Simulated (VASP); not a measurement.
Wanted: the native input for a VASP 6.6.1 run.

| Quantity | Value |
| --- | --- |
| Task | single point |
| Functional | r2SCAN |
| Potentials or basis | VASP PAW PBE potentials, release 64 (Be) |
| Cutoff | 520 eV |
| k mesh | 12 × 12 × 18 |
| Occupations | gaussian, width 0.1 eV |
| Spin | no spin polarisation |
| Dipole correction | no |
| Further INCAR settings | ALGO = Normal; EDIFF = 1e-06; NBANDS = 12 |

Be:

```
Be
1.0
     3.75832    0.00000    0.00000
     0.00000    3.75832    0.00000
     0.00000    0.00000    2.26836
Be
4
Direct
  0.29763 0.29763 0.00000
  0.70237 0.70237 0.00000
  0.20237 0.79763 0.50000
  0.79763 0.20237 0.50000
```

One way to write it, as run:

POSCAR

```
Be
1.0
    3.7583200029      0.0000000000      0.0000000000
    0.0000000000      3.7583200029      0.0000000000
    0.0000000000      0.0000000000      2.2683649964
Be
4
Direct
    0.2976319286      0.2976319286      0.0000000000
    0.7023680714      0.7023680714      0.0000000000
    0.2023680714      0.7976319286      0.5000000000
    0.7976319286      0.2023680714      0.5000000000
```

INCAR.step1

```
SYSTEM = Be
PREC = Accurate
ENCUT = 520
ISMEAR = 0
SIGMA = 0.1
LREAL = .FALSE.
LASPH = .TRUE.
NELM = 100
NBANDS = 12
GGA = PE
ALGO = Normal
EDIFF = 1E-4
LWAVE = .TRUE.
LCHARG = .FALSE.
```

INCAR.step2

```
SYSTEM = Be
PREC = Accurate
ENCUT = 520
EDIFF = 1E-6
ISMEAR = 0
SIGMA = 0.1
LREAL = .FALSE.
LASPH = .TRUE.
NELM = 100
ALGO = Normal
ISIF = 2
LWAVE = .FALSE.
LCHARG = .TRUE.
METAGGA = R2SCAN
LMIXTAU = .TRUE.
LELF = .TRUE.
LVHAR = .TRUE.
NBANDS = 12
ISTART = 1
```

KPOINTS

```
Automatic mesh
0
G
  12 12 18
  0 0 0
```

Potentials or basis: VASP PAW PBE potentials, release 64 (Be).

Run with:

```console
$ cat potpaw_PBE.64/Be/POTCAR > POTCAR
$ cp INCAR.step1 INCAR
$ mpirun -np 1 vasp_std > vasp.out
$ cp INCAR.step2 INCAR
$ mpirun -np 1 vasp_std > vasp.out
```

It gave:

- Pressure: 0.2 GPa
- Band gap on the k mesh: zero (band 4 reaches 7.97 eV, above the bottom of band 5 at 5.69 eV)

Caveat: the PAW data sets were made with another functional, which shifts forces and pressure a little.

It took 2.8 min on 1 thread of AMD EPYC 9R14 (Zen 4) (shared host), peak memory 0.17 GiB.
